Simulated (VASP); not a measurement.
Write the native input for VASP 6.6.1 that does the following.

```
Task                   : single point
Functional             : LDA
Potentials or basis    : VASP PAW LDA potentials, release 64 (Te, Cd)
Cutoff                 : 520 eV
k mesh                 : 7 × 7 × 7
Occupations            : gaussian, width 0.05 eV
Spin                   : no spin polarisation
Dipole correction      : no
Further INCAR settings : ALGO = Normal; EDIFF = 1e-07; NBANDS = 16
```

The structure of CdTe lies in POSCAR:

```
CdTe
1.0
    0.0000000000      3.2050000000      3.2050000000
    3.2050000000      0.0000000000      3.2050000000
    3.2050000000      3.2050000000      0.0000000000
Te Cd
1 1
Direct
    0.2500000000      0.2500000000      0.2500000000
    0.0000000000      0.0000000000      0.0000000000
```

The input as run:

INCAR

```
SYSTEM = CdTe
ALGO     = Normal         ! electronic algorithm
EDIFF    = 1E-7           ! SCF threshold, eV
ENCUT    = 520            ! plane-wave cutoff, eV
ISIF     = 2              ! what is computed and relaxed
ISMEAR   = 0              ! smearing method
LASPH    = .True.         ! aspherical terms in the spheres
LCHARG   = .False.        ! write CHGCAR
LREAL    = .False.        ! projectors in reciprocal space
LWAVE    = .False.        ! write WAVECAR
NBANDS   = 16             ! bands
NELM     = 60             ! most SCF steps
PREC     = Accurate       ! precision mode
SIGMA    = 0.05           ! smearing width, eV
```

KPOINTS

```
k-points
0
Gamma
  7 7 7
  0 0 0
```

Potentials or basis: VASP PAW LDA potentials, release 64 (Te, Cd).

The run is started by

```console
$ cat potpaw_LDA.64/Te/POTCAR potpaw_LDA.64/Cd/POTCAR > POTCAR
$ mpirun -np 1 vasp_std > vasp.out
```

Results of the run:

```yaml
Pressure: 0.2 GPa
Band_gap_on_the_k_mesh: 0.65 eV, direct
```

Caveat: spin-orbit coupling is left out, which moves the levels of the heavy elements.

Wall time 22 s on 1 thread of AMD EPYC 7R43 64-Core Processor (Zen 3), with other jobs on the host, peak memory 0.14 GiB.
